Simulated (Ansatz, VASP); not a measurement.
Zn3Bi2: VASP beside Ansatz

File INCAR:

```
PREC     = Accurate       # precision mode
ENCUT    = 600            # plane-wave cutoff, eV
EDIFF    = 1E-6           # SCF threshold, eV
ISMEAR   = 0              # smearing method
SIGMA    = 0.1            # smearing width, eV
LREAL    = F              # projectors in reciprocal space
LASPH    = T              # aspherical terms in the spheres
NELM     = 100            # most SCF steps
ALGO     = Normal         # electronic algorithm
ISIF     = 3              # what is computed and relaxed
LWAVE    = F              # write WAVECAR
LCHARG   = F              # write CHGCAR
GGA      = PE             # functional
IBRION   = 2              # ionic algorithm
NSW      = 90             # ionic steps
EDIFFG   = -0.04          # ionic threshold
```

Contents of KPOINTS:

```
regular mesh
0
Gamma
  4 4 4
```

File POSCAR:

```
Zn3Bi2
1.0
    4.7395465000      0.0000000000      0.0000000000
    0.0000000000      4.7395465000      0.0000000000
    0.0000000000      0.0000000000      4.7395465000
Zn Bi
3 2
Direct
    0.5000000000      0.0000000000      0.0000000000
    0.0000000000      0.5000000000      0.0000000000
    0.0000000000      0.0000000000      0.5000000000
    0.5000000000      0.5000000000      0.5000000000
    0.0000000000      0.0000000000      0.0000000000
```

Input for Ansatz:

```yaml
crystal:
  lattice:
    - [4.7395465, 0.0, 0.0]
    - [0.0, 4.7395465, 0.0]
    - [0.0, 0.0, 4.7395465]
  atoms:
    - { symbol: Zn, position: [0.5, 0.0, 0.0] }
    - { symbol: Zn, position: [0.0, 0.5, 0.0] }
    - { symbol: Zn, position: [0.0, 0.0, 0.5] }
    - { symbol: Bi, position: [0.5, 0.5, 0.5] }
    - { symbol: Bi, position: [0.0, 0.0, 0.0] }
basis:
  ecutwfc: 420
kpoints:
  mp_grid: { grid: [4, 4, 4] }
hamiltonian:
  xc: pbe
scf:
  occupations: { method: gaussian, width: 0.1 }
  lower_state_search: "off"
output:
  forces: true
  stress: true
  eigenvalues: true
relax:
  adjacent_minimum: "off"
  f_tol: 0.04
  max_steps: 70
  cell: { stress_tol: 0.4 }
```

Change from the starting cell: species swapped into the Tl2F3 type (Pm-3m, No. 221).

Alike in both runs: task relaxation of cell and atoms; functional PBE; k mesh 4 × 4 × 4; occupations gaussian, width 0.1 eV; no spin polarisation.

```csv
,VASP,Ansatz
version,VASP 6.6.1,Ansatz 0.2.0
potentials or method,"VASP PAW PBE potentials, release 64 (Zn, Bi_d), cutoff 600 eV","scalar-relativistic, plane waves, PAW"
valence electrons in the cell,66,66
```

```tsv
	VASP	Ansatz	Ansatz less VASP
gap on the k mesh at the Fermi level, each at its own relaxed structure (eV)	none	none	-
relaxed volume (Å³/atom)	30.16	29.89	-0.269
relaxed cell length with the largest relative difference (Å)	5.323	5.307	-0.0159
```

A gap of «none» marks a metal or a gap that the smearing closes.

Spin-orbit coupling is off throughout. Noted on VASP's run: the volume moved by over 15 % at a fixed basis, so the end points are rough.
